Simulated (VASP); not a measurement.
Set up this calculation in VASP 6.6.1, as the native input.

* Task: single point
* Functional: PBE
* Potentials or basis: VASP PAW PBE potentials, release 64 (Ga_d)
* Cutoff: 520 eV
* k mesh: 8 × 8 × 8
* Occupations: gaussian, width 0.05 eV
* Spin: no spin polarisation
* Dipole correction: no
* Further INCAR settings: ALGO = Normal; EDIFF = 1e-07; NBANDS = 12

The structure of Ga lies in POSCAR:

```
Ga
1.0
    0.0000000000      2.1397920650      2.1397920650
    2.1397920650      0.0000000000      2.1397920650
    2.1397920650      2.1397920650      0.0000000000
Ga
1
Direct
    0.0000000000      0.0000000000      0.0000000000
```

The input as run:

INCAR

```
PREC = Accurate
ENCUT = 520
EDIFF = 1E-7
ISMEAR = 0
SIGMA = 0.05
LREAL = False
LASPH = True
NELM = 60
ALGO = Normal
ISIF = 2
LWAVE = False
LCHARG = False
GGA = PE
NBANDS = 12
```

KPOINTS

```
regular mesh
0
Gamma
  8 8 8
```

Potentials or basis: VASP PAW PBE potentials, release 64 (Ga_d).

Launch:

```sh
$ cat potpaw_PBE.64/Ga_d/POTCAR > POTCAR
$ mpirun -np 1 vasp_std > vasp.out
```

It gave:

```json
{
  "Pressure": "-1.3 GPa"
}
```

Run time: 3 s on 1 thread of Intel(R) Xeon(R) 6975P-C (Granite Rapids), on a shared host, peak memory 0.13 GiB.
